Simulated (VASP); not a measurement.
A run of VASP 6.6.1:

The input POSCAR:

```
CaZn3
1.0
    4.4474791757      0.0000000000      0.0000000000
    0.0000000000      4.4474791757      0.0000000000
    0.0000000000      0.0000000000      4.4474791757
Ca Zn
1 3
Direct
    0.0000000000      0.0000000000      0.0000000000
    0.5000000000      0.5000000000      0.0000000000
    0.5000000000      0.0000000000      0.5000000000
    0.0000000000      0.5000000000      0.5000000000
```

The input INCAR.step1:

```
  ALGO = Normal
  EDIFF = 1E-4
  ENCUT = 520
  GGA = PE
  ISMEAR = 0
  LASPH = True
  LCHARG = False
  LREAL = False
  LWAVE = True
  NBANDS = 31
  NELM = 100
  PREC = Accurate
  SIGMA = 0.15
```

File INCAR.step2:

```
  ALGO = Normal
  EDIFF = 1E-6
  ENCUT = 520
  ISIF = 2
  ISMEAR = 0
  ISTART = 1
  LASPH = True
  LCHARG = True
  LELF = True
  LMIXTAU = True
  LREAL = False
  LVHAR = True
  LWAVE = False
  METAGGA = R2SCAN
  NBANDS = 31
  NELM = 100
  PREC = Accurate
  SIGMA = 0.15
```

KPOINTS

```
k-points
0
Gamma
  5 5 5
```

Potentials or basis: VASP PAW PBE potentials, release 64 (Ca_sv, Zn).

Command:

```sh
$ cat potpaw_PBE.64/Ca_sv/POTCAR potpaw_PBE.64/Zn/POTCAR > POTCAR
$ cp INCAR.step1 INCAR
$ mpirun -np 1 vasp_std > vasp.out
$ cp INCAR.step2 INCAR
$ mpirun -np 1 vasp_std > vasp.out
```

Hardware: 1 thread of Intel Xeon 8259CL (shared host).

Question: Estimate the wall time of this run.

Answer: Run time: 2.4 min on 1 thread of Intel Xeon 8259CL, with other jobs on the host, peak memory 0.22 GiB. Counts: k points 10.
